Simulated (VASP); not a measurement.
# In: single point with PBEsol

Crystal: In.

```xyz
1
Lattice="-1.9134 1.9134 1.9134 1.9134 -1.9134 1.9134 1.9134 1.9134 -1.9134" Properties=species:S:1:pos:R:3 pbc="T T T"
In    0.0000    0.0000    0.0000
```

- Program: VASP 6.6.1
- Task: single point
- Functional: PBEsol
- Potentials or basis: VASP PAW PBE potentials, release 64 (In_d)
- Cutoff: 520 eV
- k mesh: 11 × 11 × 11
- Occupations: methfessel-paxton, width 0.05 eV
- Spin: no spin polarisation

```
Pressure : -2.8 GPa
```

Levels at points of the mesh, in eV from the Fermi level:
```
           k point  band 2  band 3  band 4  band 5  band 6  band 7  band 8  band 9  band 10  band 11
(0.00, 0.00, 0.00)  -14.55  -14.55  -14.31  -14.31   -9.13   10.32   10.32   10.32    12.76    12.76
```

Wall time 17 s on 1 thread of Intel(R) Xeon(R) Platinum 8488C (Sapphire Rapids) (shared host), peak memory 0.16 GiB.

Caveat: the PAW data sets were made with another functional, which shifts forces and pressure a little; spin-orbit coupling is left out, which moves the levels of the heavy elements.
